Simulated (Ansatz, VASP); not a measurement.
Two plane-wave programs on Ti

File INCAR:

```
  ALGO = Normal
  EDIFF = 1E-6
  EDIFFG = -0.005
  ENCUT = 600
  GGA = PE
  IBRION = 2
  ISIF = 3
  ISMEAR = 0
  IVDW = 12
  LASPH = True
  LCHARG = False
  LREAL = False
  LWAVE = False
  NELM = 60
  NSW = 70
  PREC = Accurate
  SIGMA = 0.1
```

KPOINTS

```
k-points
0
Gamma
  18 18 18
```

POSCAR

```
Ti
1.0
    0.0000000000      2.0560175227      2.0560175227
    2.0560175227      0.0000000000      2.0560175227
    2.0560175227      2.0560175227      0.0000000000
Ti
1
Direct
    0.0000000000      0.0000000000      0.0000000000
```

Input for Ansatz:

```yaml
crystal:
  lattice:
    - [0.0, 2.0560175227, 2.0560175227]
    - [2.0560175227, 0.0, 2.0560175227]
    - [2.0560175227, 2.0560175227, 0.0]
  atoms:
    - { symbol: Ti, position: [0.0, 0.0, 0.0] }
basis:
  ecutwfc: 420
kpoints:
  mp_grid: { grid: [18, 18, 18] }
hamiltonian:
  xc: pbe
  dispersion: d3bj
scf:
  occupations: { method: gaussian, width: 0.1 }
output:
  forces: true
  stress: true
  eigenvalues: true
relax:
  adjacent_minimum: "off"
  f_tol: 0.005
  max_steps: 50
  cell: { stress_tol: 0.05 }
```

Alike in both runs: task relaxation of cell and atoms; functional PBE; dispersion D3(BJ); k mesh 18 × 18 × 18; occupations gaussian, width 0.1 eV; no spin polarisation.

|  | VASP | Ansatz |
| --- | --- | --- |
| version | VASP 6.6.1 | Ansatz 0.2.0 |
| potentials or method | VASP PAW PBE potentials, release 64 (Ti_sv), cutoff 600 eV | scalar-relativistic, plane waves, PAW |
| valence electrons in the cell | 12 | 12 |

|  | VASP | Ansatz | Ansatz less VASP |
| --- | --- | --- | --- |
| gap on the k mesh at the Fermi level, each at its own relaxed structure (eV) | none | none | - |
| relaxed volume (Å³/atom) | 16.41 | 16.46 | +0.050 |
| relaxed length of the cell vector where the two differ most in proportion (Å) | 2.852 | 2.855 | +0.0029 |

A gap of «none» marks a metal or a gap that the smearing closes.
